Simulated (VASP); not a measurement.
# In (Pm-3n) in VASP: notebook

Runs on In. Level: revPBE. Tasks: single point, relaxation of cell and atoms.

Program: VASP 6.6.1. These are calculated values, not measurements. Logs are shortened: lines on timing, memory, paths and dates and some standing lists are left out, and cuts for length are marked.

### Step 1. The cell of the first run

The structure is cubic, space group Pm-3n (No. 223). The conventional cell has a = 6.160 Å, b = 6.160 Å, c = 6.160 Å, α = 90.00°, β = 90.00°, γ = 90.00°. In (site symmetry m-3) has 12 In at 3.44 Å within 4.5 Å. In (site symmetry -4m2) has 14 In at 3.08 to 3.77 Å within 4.1 Å.

### Step 2. Single point, revPBE

File INCAR:

```
SYSTEM = In
  PREC = Accurate
  ENCUT = 520
  EDIFF = 1E-6
  ISMEAR = -1
  SIGMA = 0.1
  LREAL = .FALSE.
  LASPH = .TRUE.
  NELM = 100
  ALGO = Normal
  ISIF = 2
  LWAVE = .FALSE.
  LCHARG = .FALSE.
  GGA = RE
  NBANDS = 62
```

File KPOINTS:

```
Automatic mesh
0
G
  5 5 5
  0 0 0
```

File POSCAR:

```
In
1.0
    6.1602917419      0.0000000000      0.0000000000
    0.0000000000      6.1602917419      0.0000000000
    0.0000000000      0.0000000000      6.1602917419
In
8
Direct
    0.0000000000      1.0000000000      0.0000000000
    0.5000000000      0.5000000000      0.5000000000
    0.2500000000      0.0000000000      0.5000000000
    0.7500000000      1.0000000000      0.5000000000
    0.5000000000      0.2500000000      0.0000000000
    0.5000000000      0.7500000000      1.0000000000
    1.0000000000      0.5000000000      0.2500000000
    1.0000000000      0.5000000000      0.7500000000
```

Potentials or basis: VASP PAW PBE potentials, release 64 (In_d).

Run with:

```console
> cat potpaw_PBE.64/In_d/POTCAR > POTCAR
> mpirun -np 1 vasp_std > vasp.out
```

OUTCAR:

```text
SYSTEM = In
   PREC = Accurate
   ENCUT = 520
   EDIFF = 1E-6
   ISMEAR = -1
   LREAL = .FALSE.
   LASPH = .TRUE.
   NELM = 100
   ISIF = 2
   GGA = RE

 ion  position               nearest neighbor table
   1  0.000  0.000  0.000-   3 3.44   4 3.44   5 3.44   6 3.44   7 3.44   8 3.44   3 3.44   4 3.44
                             7 3.44   8 3.44   5 3.44   6 3.44
   2  0.500  0.500  0.500-   3 3.44   4 3.44   5 3.44   6 3.44   7 3.44   8 3.44   5 3.44   6 3.44
                             3 3.44   4 3.44   7 3.44   8 3.44
   3  0.250  0.000  0.500-   4 3.08   4 3.08   1 3.44   1 3.44   2 3.44   2 3.44   8 3.77   5 3.77
                             5 3.77   6 3.77   6 3.77   7 3.77   8 3.77   7 3.77
   4  0.750  0.000  0.500-   3 3.08   3 3.08   1 3.44   1 3.44   2 3.44   2 3.44   8 3.77   5 3.77
                             5 3.77   6 3.77   6 3.77   7 3.77   8 3.77   7 3.77
   5  0.500  0.250  0.000-   6 3.08   6 3.08   1 3.44   2 3.44   2 3.44   1 3.44   8 3.77   4 3.77
                             3 3.77   4 3.77   3 3.77   7 3.77   7 3.77   8 3.77
   6  0.500  0.750  0.000-   5 3.08   5 3.08   1 3.44   2 3.44   2 3.44   1 3.44   8 3.77   4 3.77
                             3 3.77   4 3.77   3 3.77   7 3.77   7 3.77   8 3.77
   7  0.000  0.500  0.250-   8 3.08   8 3.08   1 3.44   2 3.44   1 3.44   2 3.44   3 3.77   4 3.77
                             5 3.77   3 3.77   4 3.77   6 3.77   5 3.77   6 3.77
   8  0.000  0.500  0.750-   7 3.08   7 3.08   1 3.44   2 3.44   1 3.44   2 3.44   3 3.77   4 3.77
                             5 3.77   3 3.77   4 3.77   6 3.77   5 3.77   6 3.77

  LATTYP: Found a simple cubic cell.
 ALAT       =     6.1602917419

  Lattice vectors:

 A1 = (   6.1602917419,   0.0000000000,   0.0000000000)
 A2 = (   0.0000000000,   6.1602917419,   0.0000000000)
 A3 = (   0.0000000000,   0.0000000000,   6.1602917419)

Analysis of symmetry for initial positions (statically):
=====================================================================
 Subroutine PRICEL returns:
 Original cell was already a primitive cell.

 Routine SETGRP: Setting up the symmetry group for a
 simple cubic supercell.

 Subroutine GETGRP returns: Found 48 space group operations
 (whereof 24 operations were pure point group operations)
 out of a pool of 48 trial point group operations.

The static configuration has the point symmetry T_h .
 The point group associated with its full space group is O_h .

Analysis of symmetry for dynamics (positions and initial velocities):
=====================================================================
 Subroutine PRICEL returns:
 Original cell was already a primitive cell.

 Routine SETGRP: Setting up the symmetry group for a
 simple cubic supercell.

 Subroutine GETGRP returns: Found 48 space group operations
 (whereof 24 operations were pure point group operations)
 out of a pool of 48 trial point group operations.

The dynamic configuration has the point symmetry T_h .
 The point group associated with its full space group is O_h .

 Subroutine INISYM returns: Found 48 space group operations
 (whereof 24 operations are pure point group operations),
 and found     1 'primitive' translations

----------------------------------------------------------------------------------------

                                     Primitive cell

  volume of cell :     233.7781

  direct lattice vectors                    reciprocal lattice vectors
     6.160291742  0.000000000  0.000000000     0.162329974  0.000000000  0.000000000
     0.000000000  6.160291742  0.000000000     0.000000000  0.162329974  0.000000000
     0.000000000  0.000000000  6.160291742     0.000000000  0.000000000  0.162329974

  length of vectors
     6.160291742  6.160291742  6.160291742     0.162329974  0.162329974  0.162329974

  position of ions in fractional coordinates (direct lattice)
     0.000000000  0.000000000  0.000000000
     0.500000000  0.500000000  0.500000000
     0.250000000  0.000000000  0.500000000
     0.750000000  0.000000000  0.500000000
     0.500000000  0.250000000  0.000000000
     0.500000000  0.750000000  0.000000000
     0.000000000  0.500000000  0.250000000
     0.000000000  0.500000000  0.750000000

  ion indices of the primitive-cell ions
   primitive index   ion index
                 1           1
                 2           2
                 3           3
                 4           4
                 5           5
                 6           6
                 7           7
                 8           8

----------------------------------------------------------------------------------------

 KPOINTS: Automatic mesh

Automatic generation of k-mesh.
 Grid dimensions read from file:
 generate k-points for:    5    5    5

 Generating k-lattice:

  Cartesian coordinates                     Fractional coordinates (reciprocal lattice)
     0.032465995  0.000000000  0.000000000     0.200000000  0.000000000  0.000000000
     0.000000000  0.032465995  0.000000000     0.000000000  0.200000000  0.000000000
     0.000000000  0.000000000  0.032465995     0.000000000  0.000000000  0.200000000

  Length of vectors
     0.032465995  0.032465995  0.032465995

  Shift w.r.t. Gamma in fractional coordinates (k-lattice)
     0.000000000  0.000000000  0.000000000

 Subroutine IBZKPT returns following result:
 ===========================================

 Found     10 irreducible k-points:

 Following reciprocal coordinates:
            Coordinates               Weight
  0.000000  0.000000  0.000000      1.000000
  0.200000  0.000000  0.000000      6.000000
  0.400000  0.000000  0.000000      6.000000
  0.200000  0.200000  0.000000     12.000000
  0.400000  0.200000  0.000000     24.000000
  0.400000  0.400000  0.000000     12.000000
  0.200000  0.200000  0.200000      8.000000
  0.400000  0.200000  0.200000     24.000000
  0.400000  0.400000  0.200000     24.000000
  0.400000  0.400000  0.400000      8.000000
   k-points           NKPTS =     10   k-points in BZ     NKDIM =     10   number of bands    NBANDS=     62
   number of dos      NEDOS =    301   number of ions     NIONS =      8
   total plane-waves  NPLWV = 110592
   dimension x,y,z NGX =    48 NGY =   48 NGZ =   48
   dimension x,y,z NGXF=    96 NGYF=   96 NGZF=   96
   ions per type =               8
   NGX,Y,Z   is equivalent  to a cutoff of  12.95, 12.95, 12.95 a.u.
   NGXF,Y,Z  is equivalent  to a cutoff of  25.91, 25.91, 25.91 a.u.
 SYSTEM =  In
   PREC   = accura    normal or accurate (medium, high low for compatibility)
   ISTART =      0    job   : 0-new  1-cont  2-samecut
   ICHARG =      2    charge: 1-file 2-atom 10-const
   ISPIN  =      1    spin polarized calculation?
   LNONCOLLINEAR =      F non collinear calculations
   LSORBIT =      F    spin-orbit coupling
   LASPH  =      T    aspherical Exc in radial PAW
   ENCUT  =  520.0 eV  38.22 Ry    6.18 a.u.  11.45 11.45 11.45*2*pi/ulx,y,z
   NELM   =    100;   NELMIN=  2; NELMDL= -5     # of ELM steps
   EDIFF  = 0.1E-05   stopping-criterion for ELM
   LREAL  =      F    real-space projection
   EDIFFG = 0.1E-04   stopping-criterion for IOM
   NSW    =      0    number of steps for IOM
   IBRION =     -1    ionic relax: 0-MD 1-quasi-New 2-CG
   NFREE  =      0    steps in history (QN), initial steepest desc. (CG)
   ISIF   =      2    stress and relaxation
   ISYM   =      2    0-nonsym 1-usesym 2-fastsym
   POTIM  = 0.5000    time-step for ionic-motion
   TEBEG  =    0.0;   TEEND  =   0.0 temperature during run
   PSTRESS=    0.0 pullay stress
   NELECT =     104.0000    total number of electrons
   NUPDOWN=      -1.0000    fix difference up-down
   EMIN   =  10.00;   EMAX   =-10.00  energy-range for DOS
   EFERMI =   0.00;   METHOD = LEGACY
   ISMEAR =    -1;   SIGMA  =   0.10  broadening in eV -4-tet -1-fermi 0-gaus
   EFERMI_NEDOS =   21; number of points for ismear=-14 and -15
   IALGO  =     38    algorithm
   IMIX   =      4    mixing-type and parameters
     AMIX     =   0.40;   BMIX     =  1.00
     AMIX_MAG =   1.60;   BMIX_MAG =  1.00
  volume/ion in A,a.u.               =      29.22       197.20
  Fermi-wavevector in a.u.,A,eV,Ry     =   1.249735  2.361657 21.250097  1.561838
  Thomas-Fermi vector in A             =   2.383762
   LORBIT       =      0    0 simple, 1 ext, 2 COOP (PROOUT), +10 PAW based schemes
   GGA     = RE    functional components
   LHFCALC =     F    Hartree Fock is set to
   AEXX    =    0.0000 exact exchange contribution
   IVDW    =     0    specifies the selected vdW correction
   LEPSILON=     F    determine dielectric tensor
   LRPA    =     F    only Hartree local field effects (RPA)
 non-spin polarized calculation
  energy-cutoff  :      520.00
  volume of cell :      233.78
 maximum number of plane-waves:      6355
 NGX is ok and might be reduce to    48
   NGX = 23   NGY = 23   NGZ = 23

 number of electron     103.9999876 magnetization

 Free energy of the ion-electron system (eV)
  ---------------------------------------------------
  ext. energy  EPLUGINS =         0.00000000
  ---------------------------------------------------
  free energy    TOTEN  =       -17.92507487 eV

  energy without entropy =      -17.81083107  energy(sigma->0) =      -17.86795297

 E-fermi :   6.5531     XC(G=0):  -9.6565

 val. band max:        6.4521662322   @ k =   0.2000   0.0000   0.0000
 cond. band min:       6.6094790727   @ k =   0.4000   0.2000   0.0000
 fundamental gap:      0.1573128405
 Fermi energy:         6.5530671262

 k-point     1 :       0.0000    0.0000    0.0000
  band No.  band energies     occupation
      1      -8.3854      2.00000
      2      -8.3800      2.00000
      3      -8.3800      2.00000
      4      -8.2302      2.00000
      5      -8.2302      2.00000
      6      -8.2302      2.00000
[... 54 lines left out ...]
     61      10.5502      0.00000
     62      10.5502      0.00000

 k-point     2 :       0.2000    0.0000    0.0000
  band No.  band energies     occupation
      1      -8.3823      2.00000
      2      -8.3792      2.00000
      3      -8.3302      2.00000
      4      -8.2467      2.00000
      5      -8.2190      2.00000
      6      -8.2190      2.00000
[... 54 lines left out ...]
     61       9.5336      0.00000
     62       9.5336      0.00000

 k-point     3 :       0.4000    0.0000    0.0000
  band No.  band energies     occupation
      1      -8.3795      2.00000
      2      -8.3783      2.00000
      3      -8.2569      2.00000
      4      -8.2416      2.00000
      5      -8.2031      2.00000
      6      -8.2031      2.00000
[... 54 lines left out ...]
     61       9.8308      0.00000
     62       9.9155      0.00000

 k-point     4 :       0.2000    0.2000    0.0000
  band No.  band energies     occupation
      1      -8.3798      2.00000
      2      -8.3310      2.00000
      3      -8.3274      2.00000
      4      -8.2416      2.00000
      5      -8.2316      2.00000
      6      -8.2055      2.00000
[... 54 lines left out ...]
     61       9.9675      0.00000
     62      10.0197      0.00000

 k-point     5 :       0.4000    0.2000    0.0000
  band No.  band energies     occupation
      1      -8.3781      2.00000
      2      -8.3275      2.00000
      3      -8.2520      2.00000
      4      -8.2384      2.00000
      5      -8.2144      2.00000
      6      -8.1889      2.00000
[... 54 lines left out ...]
     61      10.0653      0.00000
     62      10.3386      0.00000

 k-point     6 :       0.4000    0.4000    0.0000
  band No.  band energies     occupation
      1      -8.3766      2.00000
      2      -8.2541      2.00000
      3      -8.2521      2.00000
      4      -8.2040      2.00000
      5      -8.1943      2.00000
      6      -8.1929      2.00000
[... 54 lines left out ...]
     61      10.3632      0.00000
     62      10.4710      0.00000

 k-point     7 :       0.2000    0.2000    0.2000
  band No.  band energies     occupation
      1      -8.3313      2.00000
      2      -8.3268      2.00000
      3      -8.3268      2.00000
      4      -8.2286      2.00000
      5      -8.2286      2.00000
      6      -8.2123      2.00000
[... 54 lines left out ...]
     61      10.3793      0.00000
     62      10.4386      0.00000

 k-point     8 :       0.4000    0.2000    0.2000
  band No.  band energies     occupation
      1      -8.3273      2.00000
      2      -8.3261      2.00000
      3      -8.2399      2.00000
      4      -8.2315      2.00000
      5      -8.2067      2.00000
      6      -8.2005      2.00000
[... 54 lines left out ...]
     61      10.7715      0.00000
     62      11.0024      0.00000

 k-point     9 :       0.4000    0.4000    0.2000
  band No.  band energies     occupation
      1      -8.3255      2.00000
      2      -8.2377      2.00000
      3      -8.2364      2.00000
      4      -8.2038      2.00000
      5      -8.1958      2.00000
      6      -8.1920      2.00000
[... 54 lines left out ...]
     61      10.2660      0.00000
     62      10.3896      0.00000

 k-point    10 :       0.4000    0.4000    0.4000
  band No.  band energies     occupation
      1      -8.2118      2.00000
      2      -8.2118      2.00000
      3      -8.2088      2.00000
      4      -8.2023      2.00000
      5      -8.2023      2.00000
      6      -8.1892      2.00000
[... 54 lines left out ...]
     61       9.8217      0.00000
     62      10.1313      0.00000

------------------------ aborting loop because EDIFF is reached ----------------------------------------

  FORCE on cell =-STRESS in cart. coord.  units (eV):
  Direction    XX          YY          ZZ          XY          YZ          ZX
  --------------------------------------------------------------------------------------
  -------------------------------------------------------------------------------------
  Total       -0.0589318     -0.0589318     -0.0589318      0.0000000     -0.0000000     -0.0000000
  in kB       -0.4038840     -0.4038840     -0.4038840      0.0000000     -0.0000000     -0.0000000
  external PRESSURE =      -0.4038840 kB  Pullay stress =       0.0000000 kB

 VOLUME and BASIS-vectors are now :
 -----------------------------------------------------------------------------
  energy-cutoff  :      520.00
  volume of cell :      233.78
      direct lattice vectors                 reciprocal lattice vectors
     6.160291742  0.000000000  0.000000000     0.162329974  0.000000000  0.000000000
     0.000000000  6.160291742  0.000000000     0.000000000  0.162329974  0.000000000
     0.000000000  0.000000000  6.160291742     0.000000000  0.000000000  0.162329974

 POSITION                                       TOTAL-FORCE (eV/Angst)
 -----------------------------------------------------------------------------------
      0.00000      0.00000      0.00000         0.000000      0.000000     -0.000000
      3.08015      3.08015      3.08015         0.000000      0.000000     -0.000000
      1.54007      0.00000      3.08015         0.000000     -0.000000     -0.000000
      4.62022      0.00000      3.08015        -0.000000     -0.000000      0.000000
      3.08015      1.54007      0.00000        -0.000000      0.000000      0.000000
      3.08015      4.62022      0.00000         0.000000     -0.000000     -0.000000
      0.00000      3.08015      1.54007        -0.000000     -0.000000      0.000000
      0.00000      3.08015      4.62022         0.000000      0.000000     -0.000000
 -----------------------------------------------------------------------------------
    total drift:                                0.000000     -0.000000      0.000000

  FREE ENERGIE OF THE ION-ELECTRON SYSTEM (eV)
  ---------------------------------------------------
  free  energy   TOTEN  =       -17.9250748738 eV

  energy  without entropy=      -17.8108310718  energy(sigma->0) =      -17.86795297
```

It took 2.2 min on 1 thread of Oxide Virtual Turin-like, shared host; peak memory 0.32 GiB.

What came out:

```
Free energy            : -17.9251 eV
Pressure               : 0.0 GPa
Band gap on the k mesh : zero (band 52 reaches 8.03 eV, above the bottom of band 53 at 5.92 eV)
```

Caveat: the PAW data sets were made with another functional, which shifts forces and pressure a little; spin-orbit coupling is left out, which moves the levels of the heavy elements.

(Continued in part 2 of 2.)
